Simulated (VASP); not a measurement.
Input of a VASP 6.6.1 run:

Contents of INCAR:

```
ALGO = Normal ; EDIFF = 1E-6
ENCUT = 520 ; GGA = PS
ISIF = 2 ; ISMEAR = 0
LASPH = T ; LCHARG = T
LELF = T ; LREAL = F
LVHAR = T ; LWAVE = F
NBANDS = 31 ; NELM = 100
PREC = Accurate ; SIGMA = 0.05
```

Contents of KPOINTS:

```
k-points
0
Gamma
  6 6 6
```

Contents of POSCAR:

```
Al3GaN4
1.0
    4.4069948456      0.0000000000      0.0000000000
    0.0000000000      4.4069948456      0.0000000000
    0.0000000000      0.0000000000      4.4069948456
Al Ga N
3 1 4
Direct
    0.5113455998      0.5000000000      0.0000000000
    0.4886544002      0.0000000000      0.5000000000
    0.0000000000      0.5000000000      0.5000000000
    0.0000000000      0.0000000000      0.0000000000
    0.7447077177      0.7486020411      0.2591866057
    0.7447077177      0.2513979589      0.7408133943
    0.2552922823      0.7408133943      0.7486020411
    0.2552922823      0.2591866057      0.2513979589
```

Potentials or basis: VASP PAW PBE potentials, release 64 (Al, Ga_d, N).

Run with:

```bash
$ cat potpaw_PBE.64/Al/POTCAR potpaw_PBE.64/Ga_d/POTCAR potpaw_PBE.64/N/POTCAR > POTCAR
$ mpirun -np 1 vasp_std > vasp.out
```

**Question.** Estimate the largest force.

**Answer.** 0.534 eV/Å.

**Question.** What does it give for the pressure?

**Answer.** -0.1 GPa.

Forces in eV/Å, atoms in the order of the input:
```
Al  -0.534  0.000  0.000
Al   0.534  0.000  0.000
Al   0.000  0.000  0.000
Ga   0.000  0.000  0.000
N    0.004 -0.091 -0.099
N    0.004  0.091  0.099
N   -0.004  0.099 -0.091
N   -0.004 -0.099  0.091
```

Caveat: the cell differs from its parent crystal (atoms displaced along a vibrational mode); the PAW data sets were made with another functional, which shifts forces and pressure a little.
